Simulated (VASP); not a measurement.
PdPt2:

```xyz
6
Lattice="0.0000 3.6106 3.6106 3.6106 0.0000 3.6106 3.6106 3.6106 0.0000" Properties=species:S:1:pos:R:3 pbc="T T T"
Pd    3.6106    3.6106    3.6106
Pd    5.4159    5.4159    5.4159
Pt    0.9027    2.7080    2.7080
Pt    0.9027    0.9027    0.9027
Pt    2.7080    2.7080    0.9027
Pt    2.7080    0.9027    2.7080
```

| Quantity | Value |
| --- | --- |
| Program | VASP 6.6.1 |
| Task | relaxation of cell and atoms |
| Functional | PBE |
| Potentials or basis | VASP PAW PBE potentials, release 64 (Pd, Pt) |
| Cutoff | 600 eV |
| k mesh | 4 × 4 × 4 |
| Occupations | gaussian, width 0.1 eV |
| Spin | no spin polarisation |

At the start: pressure 16.1 GPa; volume 15.69 Å³/atom.

Question: Where does the relaxation end?

Answer: Over 4 steps the energy falls by 52.6 meV/atom and the volume is 16.83 Å³/atom (+7.3 %); space group Fd-3m (No. 227, to 0.05 Å).

The path:
| step | energy change (eV) | largest force (eV/Å) | pressure (GPa) | volume (Å³) |
| --- | --- | --- | --- | --- |
| 1 | 0.0000 | 0.0000 | 16.05 | 94.14 |
| 2 | 0.8115 | 0.0000 | -18.81 | 117.23 |
| 3 | -0.3151 | 0.0000 | -0.69 | 101.32 |
| 4 | -0.3159 | 0.0000 | -0.08 | 100.99 |

Final structure:
```cif
data_structure
_symmetry_space_group_name_H-M 'P 1'
_symmetry_Int_Tables_number 1
_cell_length_a 5.2272
_cell_length_b 5.2272
_cell_length_c 5.2272
_cell_angle_alpha 60.000
_cell_angle_beta 60.000
_cell_angle_gamma 60.000
_cell_volume 100.99
loop_
_atom_site_label
_atom_site_type_symbol
_atom_site_fract_x
_atom_site_fract_y
_atom_site_fract_z
_atom_site_occupancy
Pd1 Pd 0.50000 0.50000 0.50000 1
Pd2 Pd 0.75000 0.75000 0.75000 1
Pt1 Pt 0.62500 0.12500 0.12500 1
Pt2 Pt 0.12500 0.12500 0.12500 1
Pt3 Pt 0.12500 0.12500 0.62500 1
Pt4 Pt 0.12500 0.62500 0.12500 1
```

Caveat: the k points lie up to 0.37 Å⁻¹ apart in the final cell.
